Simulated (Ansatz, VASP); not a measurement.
This is a calculation of KF for Ansatz 0.2.0.

The input input.yaml:

```yaml
crystal:
  lattice:
    - [3.2805381124, 0.0, 0.0]
    - [0.0, 3.2805381124, 0.0]
    - [0.0, 0.0, 3.2805381124]
  atoms:
    - { symbol: K, position: [0.0, 0.0, 0.0], spin: 0.33, spin_axis: [-0.109076, 0.342379, 0.933209] }
    - { symbol: F, position: [0.5, 0.5, 0.5] }
kpoints:
  mp_grid: { grid: [6, 6, 6] }
scf:
  occupations: { method: fermi_dirac, width: 0.1 }
hamiltonian:
  xc: pbe
  pseudopotentials: { kind: all_electron, lapw: { basis_error: 0.001 } }
magnetization:
  noncollinear: true
output:
  forces: true
  stress: true
  eigenvalues: true
```

Potentials or basis: all-electron LAPW, scalar-relativistic.

Command:

```console
$ ansatz run input.yaml --threads 1 --pin off --max-ram 2560MiB --backend cpu --events-out ev --progress --plain --runs-dir out
```

Problem. Translate it to VASP 6.6.1. Potentials there: VASP PAW PBE potentials, release 64 (K_sv, F).

Solution. As run (the cutoff follows the program's own potentials):

File INCAR:

```
SYSTEM = KF
PREC = Accurate ; ENCUT = 520
EDIFF = 1E-6 ; ISMEAR = -1
SIGMA = 0.1 ; LREAL = .False.
LASPH = .True. ; NELM = 150
ALGO = Normal ; ISIF = 2
LWAVE = .False. ; LCHARG = .False.
LNONCOLLINEAR = .True. ; MAGMOM = -0.036 0.113 0.308 0 0 0
LORBIT = 11 ; GGA = PE
NBANDS = 28
```

File KPOINTS:

```
regular mesh
0
Gamma
  6 6 6
  0 0 0
```

Contents of POSCAR:

```
KF
1.0
    3.2805381124      0.0000000000      0.0000000000
    0.0000000000      3.2805381124      0.0000000000
    0.0000000000      0.0000000000      3.2805381124
K F
1 1
Direct
    0.0000000000      0.0000000000      0.0000000000
    0.5000000000      0.5000000000      0.5000000000
```

Potentials or basis: VASP PAW PBE potentials, release 64 (K_sv, F).

The run is started by

```sh
$ cat potpaw_PBE.64/K_sv/POTCAR potpaw_PBE.64/F/POTCAR > POTCAR
$ mpirun -np 1 vasp_ncl > vasp.out
```

Both were run:

|  | VASP | Ansatz | Ansatz less VASP |
| --- | --- | --- | --- |
| gap on the k mesh at the Fermi level (eV) | 6.12 | 6.13 | +0.011 |
| least direct gap on the mesh (eV) | 6.18 | 6.19 | +0.010 |
| pressure (GPa) | -0.6 | -0.6 | +0.01 |
| net moment per atom (μB) | 0.00 | 0.00 | 0.000 |

Ansatz ran all-electron here, and VASP with PAW potentials.
